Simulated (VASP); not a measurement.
# Si2Ge3 (P6/mmm) in VASP: notebook

Si2Ge3 is run at these levels: PBE; tasks: single point, relaxation of cell and atoms.

Program: VASP 6.6.1. These are calculated values, not measurements. Logs are shortened: lines on timing, memory, paths and dates and some standing lists are left out, and cuts for length are marked.

## (1) The cell of the first run

It takes space group P6/mmm (No. 191, hexagonal). Conventional cell: a = 2.789 Å, b = 2.789 Å, c = 13.097 Å, α = 90.00°, β = 90.00°, γ = 120.00°. Si (site symmetry 6mm) has 7 Si at 2.62 to 2.79 Å and 1 Ge at 2.62 Å within 3.5 Å. Ge (site symmetry 6mm) has 7 Ge at 2.62 to 2.79 Å and 1 Si at 2.62 Å within 3.5 Å. Within 3.5 Å of Ge (site symmetry 6/mmm) lie 8 Ge at 2.62 to 2.79 Å.

## (2) Single point, PBE

INCAR reads:

```
SYSTEM = Si2Ge3
PREC = Accurate
ENCUT = 520
EDIFF = 1E-7
ISMEAR = 0
SIGMA = 0.1
LREAL = .FALSE.
LASPH = .TRUE.
NELM = 80
ALGO = Normal
ISIF = 2
LWAVE = .FALSE.
LCHARG = .FALSE.
GGA = PE
NBANDS = 33
```

KPOINTS reads:

```
regular mesh
0
G
  6 6 2
  0 0 0
```

POSCAR reads:

```
Si2Ge3
1.0
    2.7893261400      0.0000000000      0.0000000000
   -1.3946630700      2.4156272900      0.0000000000
    0.0000000000      0.0000000000     13.0966969500
Si Ge
2 3
Direct
    0.0000000000      0.0000000000      0.6000000000
    0.0000000000      0.0000000000      0.4000000000
    0.0000000000      0.0000000000      0.8000000000
    0.0000000000      0.0000000000      0.0000000000
    0.0000000000      0.0000000000      0.2000000000
```

Potentials or basis: VASP PAW PBE potentials, release 64 (Si, Ge_d).

Command:

```
cat potpaw_PBE.64/Si/POTCAR potpaw_PBE.64/Ge_d/POTCAR > POTCAR
mpirun -np 1 vasp_std > vasp.out
```

OUTCAR:

```text
SYSTEM = Si2Ge3
   PREC = Accurate
   ENCUT = 520
   EDIFF = 1E-7
   ISMEAR = 0
   LREAL = .FALSE.
   LASPH = .TRUE.
   NELM = 80
   ISIF = 2
   GGA = PE

 ion  position               nearest neighbor table
   1  0.000  0.000  0.600-   3 2.62   2 2.62
   2  0.000  0.000  0.400-   5 2.62   1 2.62
   3  0.000  0.000  0.800-   1 2.62   4 2.62
   4  0.000  0.000  0.000-   3 2.62   5 2.62
   5  0.000  0.000  0.200-   2 2.62   4 2.62

  LATTYP: Found a hexagonal cell.
 ALAT       =     2.7893261400
 C/A-ratio  =     4.6952906518

  Lattice vectors:

 A1 = (   2.7893261400,   0.0000000000,   0.0000000000)
 A2 = (  -1.3946630700,   2.4156272900,   0.0000000000)
 A3 = (   0.0000000000,   0.0000000000,  13.0966969500)

Analysis of symmetry for initial positions (statically):
=====================================================================
 Subroutine PRICEL returns:
 Original cell was already a primitive cell.

 Routine SETGRP: Setting up the symmetry group for a
 hexagonal supercell.

 Subroutine GETGRP returns: Found 24 space group operations
 (whereof 24 operations were pure point group operations)
 out of a pool of 24 trial point group operations.

The static configuration has the point symmetry D_6h.

Analysis of symmetry for dynamics (positions and initial velocities):
=====================================================================
 Subroutine PRICEL returns:
 Original cell was already a primitive cell.

 Routine SETGRP: Setting up the symmetry group for a
 hexagonal supercell.

 Subroutine GETGRP returns: Found 24 space group operations
 (whereof 24 operations were pure point group operations)
 out of a pool of 24 trial point group operations.

The dynamic configuration has the point symmetry D_6h.

 Subroutine INISYM returns: Found 24 space group operations
 (whereof 24 operations are pure point group operations),
 and found     1 'primitive' translations

----------------------------------------------------------------------------------------

                                     Primitive cell

  volume of cell :      88.2452

  direct lattice vectors                    reciprocal lattice vectors
     2.789326140  0.000000000  0.000000000     0.358509529  0.206985574  0.000000000
    -1.394663070  2.415627290  0.000000000     0.000000000  0.413971147  0.000000000
     0.000000000  0.000000000 13.096696950     0.000000000  0.000000000  0.076355130

  length of vectors
     2.789326140  2.789326134 13.096696950     0.413971146  0.413971147  0.076355130

  position of ions in fractional coordinates (direct lattice)
     0.000000000  0.000000000  0.600000000
     0.000000000  0.000000000  0.400000000
     0.000000000  0.000000000  0.800000000
     0.000000000  0.000000000  0.000000000
     0.000000000  0.000000000  0.200000000

  ion indices of the primitive-cell ions
   primitive index   ion index
                 1           1
                 2           2
                 3           3
                 4           4
                 5           5

----------------------------------------------------------------------------------------

 KPOINTS: regular mesh

Automatic generation of k-mesh.
 Grid dimensions read from file:
 generate k-points for:    6    6    2

 Generating k-lattice:

  Cartesian coordinates                     Fractional coordinates (reciprocal lattice)
     0.059751588  0.034497596  0.000000000     0.166666667 -0.000000000  0.000000000
     0.000000000  0.068995191  0.000000000     0.000000000  0.166666667  0.000000000
     0.000000000  0.000000000  0.038177565     0.000000000  0.000000000  0.500000000

  Length of vectors
     0.068995191  0.068995191  0.038177565

  Shift w.r.t. Gamma in fractional coordinates (k-lattice)
     0.000000000  0.000000000  0.000000000

 Subroutine IBZKPT returns following result:
 ===========================================

 Found     14 irreducible k-points:

 Following reciprocal coordinates:
            Coordinates               Weight
  0.000000  0.000000  0.000000      1.000000
  0.166667 -0.000000  0.000000      6.000000
  0.333333  0.000000  0.000000      6.000000
  0.500000 -0.000000  0.000000      3.000000
  0.166667  0.166667  0.000000      6.000000
  0.333333  0.166667  0.000000     12.000000
  0.333333  0.333333  0.000000      2.000000
  0.000000  0.000000  0.500000      1.000000
  0.166667 -0.000000  0.500000      6.000000
  0.333333  0.000000  0.500000      6.000000
  0.500000 -0.000000  0.500000      3.000000
  0.166667  0.166667  0.500000      6.000000
  0.333333  0.166667  0.500000     12.000000
  0.333333  0.333333  0.500000      2.000000
   k-points           NKPTS =     14   k-points in BZ     NKDIM =     14   number of bands    NBANDS=     33
   number of dos      NEDOS =    301   number of ions     NIONS =      5
   total plane-waves  NPLWV =  56448
   dimension x,y,z NGX =    24 NGY =   24 NGZ =   98
   dimension x,y,z NGXF=    48 NGYF=   48 NGZF=  196
   ions per type =               2   3
   NGX,Y,Z   is equivalent  to a cutoff of  14.30, 14.30, 12.44 a.u.
   NGXF,Y,Z  is equivalent  to a cutoff of  28.61, 28.61, 24.88 a.u.
 SYSTEM =  Si2Ge3
   PREC   = accura    normal or accurate (medium, high low for compatibility)
   ISTART =      0    job   : 0-new  1-cont  2-samecut
   ICHARG =      2    charge: 1-file 2-atom 10-const
   ISPIN  =      1    spin polarized calculation?
   LNONCOLLINEAR =      F non collinear calculations
   LSORBIT =      F    spin-orbit coupling
   LASPH  =      T    aspherical Exc in radial PAW
   ENCUT  =  520.0 eV  38.22 Ry    6.18 a.u.   5.19  5.19 24.35*2*pi/ulx,y,z
   NELM   =     80;   NELMIN=  2; NELMDL= -5     # of ELM steps
   EDIFF  = 0.1E-06   stopping-criterion for ELM
   LREAL  =      F    real-space projection
   EDIFFG = 0.1E-05   stopping-criterion for IOM
   NSW    =      0    number of steps for IOM
   IBRION =     -1    ionic relax: 0-MD 1-quasi-New 2-CG
   NFREE  =      0    steps in history (QN), initial steepest desc. (CG)
   ISIF   =      2    stress and relaxation
   ISYM   =      2    0-nonsym 1-usesym 2-fastsym
   POTIM  = 0.5000    time-step for ionic-motion
   TEBEG  =    0.0;   TEEND  =   0.0 temperature during run
   PSTRESS=    0.0 pullay stress
   NELECT =      50.0000    total number of electrons
   NUPDOWN=      -1.0000    fix difference up-down
   EMIN   =  10.00;   EMAX   =-10.00  energy-range for DOS
   EFERMI =   0.00;   METHOD = LEGACY
   ISMEAR =     0;   SIGMA  =   0.10  broadening in eV -4-tet -1-fermi 0-gaus
   EFERMI_NEDOS =   21; number of points for ismear=-14 and -15
   IALGO  =     38    algorithm
   IMIX   =      4    mixing-type and parameters
     AMIX     =   0.40;   BMIX     =  1.00
     AMIX_MAG =   1.60;   BMIX_MAG =  1.00
  volume/ion in A,a.u.               =      17.65       119.10
  Fermi-wavevector in a.u.,A,eV,Ry     =   1.354673  2.559961 24.968584  1.835139
  Thomas-Fermi vector in A             =   2.481825
   LORBIT       =      0    0 simple, 1 ext, 2 COOP (PROOUT), +10 PAW based schemes
   GGA     = PE    functional components
   LHFCALC =     F    Hartree Fock is set to
   AEXX    =    0.0000 exact exchange contribution
   IVDW    =     0    specifies the selected vdW correction
   LEPSILON=     F    determine dielectric tensor
   LRPA    =     F    only Hartree local field effects (RPA)
 non-spin polarized calculation
 Gauss-broadening in eV      SIGMA  =   0.10
  energy-cutoff  :      520.00
  volume of cell :       88.25
 maximum number of plane-waves:      2398
 NGX is ok and might be reduce to    24
   NGX = 11   NGY = 11   NGZ = 49

 number of electron      49.9999966 magnetization

 Free energy of the ion-electron system (eV)
  ---------------------------------------------------
  ext. energy  EPLUGINS =         0.00000000
  ---------------------------------------------------
  free energy    TOTEN  =       -22.71234133 eV

  energy without entropy =      -22.70643642  energy(sigma->0) =      -22.70938888

 E-fermi :   7.5465     XC(G=0): -11.0695

 val. band max:        7.4780347578   @ k =   0.3333   0.1667   0.0000
 cond. band min:       7.8235000241   @ k =   0.3333   0.1667   0.0000
 fundamental gap:      0.3454652663
 Fermi energy:         7.5464720517

 k-point     1 :       0.0000    0.0000    0.0000
  band No.  band energies     occupation
      1     -17.3646      2.00000
      2     -17.3042      2.00000
      3     -17.3042      2.00000
      4     -17.2624      2.00000
      5     -17.2624      2.00000
      6     -17.2618      2.00000
[... 25 lines left out ...]
     32      16.9380      0.00000
     33      18.5903      0.00000

 k-point     2 :       0.1667   -0.0000    0.0000
  band No.  band energies     occupation
      1     -17.3484      2.00000
      2     -17.3077      2.00000
      3     -17.2760      2.00000
      4     -17.2713      2.00000
      5     -17.2653      2.00000
      6     -17.2237      2.00000
[... 25 lines left out ...]
     32      15.1152      0.00000
     33      15.1170      0.00000

 k-point     3 :       0.3333    0.0000    0.0000
  band No.  band energies     occupation
      1     -17.3625      2.00000
      2     -17.3094      2.00000
      3     -17.3077      2.00000
      4     -17.2628      2.00000
      5     -17.2593      2.00000
      6     -17.2050      2.00000
[... 25 lines left out ...]
     32      13.2391      0.00000
     33      13.9311      0.00000

 k-point     4 :       0.5000   -0.0000    0.0000
  band No.  band energies     occupation
      1     -17.3768      2.00000
      2     -17.3240      2.00000
      3     -17.3232      2.00000
      4     -17.2870      2.00000
      5     -17.2357      2.00000
      6     -17.2103      2.00000
[... 25 lines left out ...]
     32      12.5288      0.00000
     33      12.5602      0.00000

 k-point     5 :       0.1667    0.1667    0.0000
  band No.  band energies     occupation
      1     -17.3184      2.00000
      2     -17.3137      2.00000
      3     -17.2718      2.00000
      4     -17.2709      2.00000
      5     -17.2460      2.00000
      6     -17.2182      2.00000
[... 25 lines left out ...]
     32      11.5666      0.00000
     33      12.3076      0.00000

 k-point     6 :       0.3333    0.1667    0.0000
  band No.  band energies     occupation
      1     -17.3309      2.00000
      2     -17.2822      2.00000
      3     -17.2782      2.00000
      4     -17.2741      2.00000
      5     -17.2497      2.00000
      6     -17.2230      2.00000
[... 25 lines left out ...]
     32      10.8004      0.00000
     33      12.2734      0.00000

 k-point     7 :       0.3333    0.3333    0.0000
  band No.  band energies     occupation
      1     -17.2659      2.00000
      2     -17.2563      2.00000
      3     -17.2563      2.00000
      4     -17.2383      2.00000
      5     -17.2383      2.00000
      6     -17.1957      2.00000
[... 25 lines left out ...]
     32       8.6608      0.00000
     33      12.8660      0.00000

 k-point     8 :       0.0000    0.0000    0.5000
  band No.  band energies     occupation
      1     -17.3646      2.00000
      2     -17.3042      2.00000
      3     -17.3042      2.00000
      4     -17.2624      2.00000
      5     -17.2624      2.00000
      6     -17.2619      2.00000
[... 25 lines left out ...]
     32      17.9121      0.00000
     33      17.9159      0.00000

 k-point     9 :       0.1667   -0.0000    0.5000
  band No.  band energies     occupation
      1     -17.3484      2.00000
      2     -17.3077      2.00000
      3     -17.2760      2.00000
      4     -17.2713      2.00000
      5     -17.2653      2.00000
      6     -17.2237      2.00000
[... 25 lines left out ...]
     32      15.1016      0.00000
     33      15.8214      0.00000

 k-point    10 :       0.3333    0.0000    0.5000
  band No.  band energies     occupation
      1     -17.3625      2.00000
      2     -17.3094      2.00000
      3     -17.3077      2.00000
      4     -17.2628      2.00000
      5     -17.2593      2.00000
      6     -17.2050      2.00000
[... 25 lines left out ...]
     32      13.7389      0.00000
     33      14.0147      0.00000

 k-point    11 :       0.5000   -0.0000    0.5000
  band No.  band energies     occupation
      1     -17.3768      2.00000
      2     -17.3240      2.00000
      3     -17.3232      2.00000
      4     -17.2870      2.00000
      5     -17.2357      2.00000
      6     -17.2103      2.00000
[... 25 lines left out ...]
     32      13.3808      0.00000
     33      13.4409      0.00000

 k-point    12 :       0.1667    0.1667    0.5000
  band No.  band energies     occupation
      1     -17.3184      2.00000
      2     -17.3137      2.00000
      3     -17.2718      2.00000
      4     -17.2709      2.00000
      5     -17.2459      2.00000
      6     -17.2182      2.00000
[... 25 lines left out ...]
     32      12.2238      0.00000
     33      13.1497      0.00000

 k-point    13 :       0.3333    0.1667    0.5000
  band No.  band energies     occupation
      1     -17.3309      2.00000
      2     -17.2822      2.00000
      3     -17.2782      2.00000
      4     -17.2741      2.00000
      5     -17.2497      2.00000
      6     -17.2230      2.00000
[... 25 lines left out ...]
     32      10.3087      0.00000
     33      11.3751      0.00000

 k-point    14 :       0.3333    0.3333    0.5000
  band No.  band energies     occupation
      1     -17.2659      2.00000
      2     -17.2563      2.00000
      3     -17.2563      2.00000
      4     -17.2383      2.00000
      5     -17.2383      2.00000
      6     -17.1957      2.00000
[... 25 lines left out ...]
     32      11.0805      0.00000
     33      11.2047      0.00000

------------------------ aborting loop because EDIFF is reached ----------------------------------------

  FORCE on cell =-STRESS in cart. coord.  units (eV):
  Direction    XX          YY          ZZ          XY          YZ          ZX
  --------------------------------------------------------------------------------------
  -------------------------------------------------------------------------------------
  Total       -1.8500972     -1.8500972      6.8234387      0.0000000      0.0000000      0.0000000
  in kB      -33.5903187    -33.5903185    123.8861839      0.0000000      0.0000000      0.0000000
  external PRESSURE =      18.9018489 kB  Pullay stress =       0.0000000 kB

 VOLUME and BASIS-vectors are now :
 -----------------------------------------------------------------------------
  energy-cutoff  :      520.00
  volume of cell :       88.25
      direct lattice vectors                 reciprocal lattice vectors
     2.789326140  0.000000000  0.000000000     0.358509529  0.206985574  0.000000000
    -1.394663070  2.415627290  0.000000000     0.000000000  0.413971147  0.000000000
     0.000000000  0.000000000 13.096696950     0.000000000  0.000000000  0.076355130

 POSITION                                       TOTAL-FORCE (eV/Angst)
 -----------------------------------------------------------------------------------
      0.00000      0.00000      7.85802        -0.000000     -0.000000     -0.398785
      0.00000      0.00000      5.23868        -0.000000      0.000000      0.398785
      0.00000      0.00000     10.47736         0.000000     -0.000000     -0.453533
      0.00000      0.00000      0.00000         0.000000      0.000000     -0.000000
      0.00000      0.00000      2.61934        -0.000000      0.000000      0.453533
 -----------------------------------------------------------------------------------
    total drift:                                0.000000      0.000000      0.000000

  FREE ENERGIE OF THE ION-ELECTRON SYSTEM (eV)
  ---------------------------------------------------
  free  energy   TOTEN  =       -22.7123413331 eV

  energy  without entropy=      -22.7064364177  energy(sigma->0) =      -22.70938888
```

It took 76 s on 1 thread of Intel Xeon 8259CL, shared host; peak memory 0.23 GiB.

What came out:

| Quantity | Value |
| --- | --- |
| Free energy | -22.7123 eV |
| Pressure | 1.9 GPa |
| Largest force | 0.454 eV/Å |
| Band gap on the k mesh | zero (bands 25 and 26 overlap by 9.80 eV) |

Forces in eV/Å, atoms in the order of the input:
```
Si   0.000  0.000 -0.399
Si   0.000  0.000  0.399
Ge   0.000  0.000 -0.454
Ge   0.000  0.000  0.000
Ge   0.000  0.000  0.454
```

Stress tensor (GPa, compression positive):
```
-3.36  0.00  0.00
 0.00 -3.36  0.00
 0.00  0.00 12.39
```

Caveat: the k points lie up to 0.43 Å⁻¹ apart, too coarse for converged energies and pressures of a metal.

## (3) Single point, PBE

This run uses another cell than the first one, of 17.95 Å³/atom.

INCAR reads:

```
SYSTEM = Si2Ge3
PREC = Accurate ; ENCUT = 520
EDIFF = 1E-6 ; ISMEAR = 0
SIGMA = 0.1 ; LREAL = .False.
LASPH = .True. ; NELM = 100
ALGO = Normal ; ISIF = 2
LWAVE = .False. ; LCHARG = .False.
GGA = PE ; NBANDS = 33
```

KPOINTS reads:

```
regular mesh
0
Gamma
  6 6 2
  0 0 0
```

POSCAR reads:

```
Si2Ge3
1.0
    2.7562108281      0.0000000000      0.0000000000
   -1.3781054140      2.3869485953      0.0000000000
    0.0000000000      0.0000000000     13.6432834081
Si Ge
2 3
Direct
    0.0000000000      0.0000000000      0.5956318866
    0.0000000000      0.0000000000      0.4043681134
    0.0000000000      0.0000000000      0.7936000112
    0.0000000000      0.0000000000      0.0000000000
    0.0000000000      0.0000000000      0.2063999888
```

Potentials or basis: VASP PAW PBE potentials, release 64 (Si, Ge_d).

Command:

```
cat potpaw_PBE.64/Si/POTCAR potpaw_PBE.64/Ge_d/POTCAR > POTCAR
mpirun -np 1 vasp_std > vasp.out
```

Wall time 63 s (1 thread of Intel Xeon 8259CL, shared host); peak memory 0.21 GiB.

The run converged. Its results:

| Item | Value |
| --- | --- |
| Free energy | -22.8954 eV |
| Pressure | 0.0 GPa |
| Largest force | 0.027 eV/Å |
| Band gap on the k mesh | zero (bands 25 and 26 overlap by 7.99 eV) |

Forces in eV/Å, atoms in the order of the input:
```
Si   0.000  0.000 -0.015
Si   0.000  0.000  0.015
Ge   0.000  0.000  0.027
Ge   0.000  0.000  0.000
Ge   0.000  0.000 -0.027
```

Stress tensor (GPa, compression positive):
```
 0.25  0.00  0.00
 0.00  0.25  0.00
 0.00  0.00 -0.41
```

Levels at points of the mesh, in eV from the Fermi level:
| k point | band 21 | band 22 | band 23 | band 24 | band 25 | band 26 | band 27 | band 28 | band 29 | band 30 |
| --- | --- | --- | --- | --- | --- | --- | --- | --- | --- | --- |
| (0.00, 0.00, 0.00) | -5.22 | -5.02 | -0.11 | -0.06 | 5.45 | 7.99 | 9.09 | 9.09 | 10.03 | 10.03 |
| (0.50, 0.00, 0.00) | -5.16 | -5.01 | -4.15 | -3.68 | -3.39 | -0.48 | -0.04 | 3.08 | 4.05 | 4.54 |
| (0.00, 0.00, 0.50) | -6.22 | -2.86 | -2.85 | 2.66 | 3.38 | 9.10 | 9.10 | 9.83 | 9.84 | 9.84 |
| (0.50, 0.00, 0.50) | -5.62 | -4.43 | -4.38 | -3.49 | -3.07 | -1.64 | 2.02 | 2.09 | 2.64 | 4.71 |

Caveat: the k points lie up to 0.44 Å⁻¹ apart, too coarse for converged energies and pressures of a metal.

(Continued in part 2 of 2.)
